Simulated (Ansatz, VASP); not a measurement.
Mn in VASP and in Ansatz

File INCAR:

```
SYSTEM = Mn
  PREC = Accurate
  ENCUT = 520
  EDIFF = 1E-8
  ISMEAR = -1
  SIGMA = 0.03
  LREAL = .FALSE.
  LASPH = .TRUE.
  NELM = 150
  ALGO = Normal
  ISIF = 2
  LWAVE = .FALSE.
  LCHARG = .FALSE.
  ISPIN = 2
  MAGMOM = 4
  LORBIT = 11
  LMAXMIX = 4
  GGA = PE
  LEFG = .TRUE.
  NBANDS = 16
```

KPOINTS

```
Automatic mesh
0
G
  20 20 20
  0 0 0
```

POSCAR

```
Mn
1.0
   -1.3744923044      1.3744923044      1.3744923044
    1.3744923044     -1.3744923044      1.3744923044
    1.3744923044      1.3744923044     -1.3744923044
Mn
1
Direct
    0.0000000000      0.0000000000      0.0000000000
```

Input for Ansatz:

```yaml
crystal:
  lattice:
    - [-1.3744923044, 1.3744923044, 1.3744923044]
    - [1.3744923044, -1.3744923044, 1.3744923044]
    - [1.3744923044, 1.3744923044, -1.3744923044]
  atoms:
    - { symbol: Mn, position: [0.0, 0.0, 0.0], spin: 4.0 }
magnetization:
  spin_polarized: true
kpoints:
  mp_grid: { grid: [20, 20, 20] }
scf:
  occupations: { method: fermi_dirac, width: 0.03 }
hamiltonian:
  xc: pbe
  pseudopotentials: { kind: paw }
output:
  forces: true
  stress: true
  eigenvalues: true
  efg: { contact_densities: true }
```

Change from the starting cell: volume scaled by 0.95, PAW files.

Alike in both runs: task electric field gradients; functional PBE; k mesh 20 × 20 × 20; occupations fermi-dirac, width 0.03 eV; collinear spin.

|  | VASP | Ansatz |
| --- | --- | --- |
| version | VASP 6.6.1 | Ansatz 0.2.0 |
| potentials or method | VASP PAW PBE potentials, release 64 (Mn_pv) | PAW with Ansatz's default frozen-core files, scalar-relativistic |
| plane-wave cutoff (eV) | 520 | 420 |
| valence electrons in the cell | 13 | 15 |

|  | VASP | Ansatz | Ansatz less VASP |
| --- | --- | --- | --- |
| pressure (GPa) | 14.1 | 11.9 | -2.14 |
| net moment per atom (μB) | 0.71 | 0.38 | -0.326 |
| size of the moment on the site where the two differ most (μB) | 0.71 | 0.38 | -0.327 |

The net moments are unlike, so the other rows may belong to different states. Site moments also hang on the region over which each program counts them. VASP's potentials hold 13 valence electrons a cell and Ansatz's 15, so a difference there can come from the potentials and not from the codes. Ansatz's warnings: seeded moment not kept.
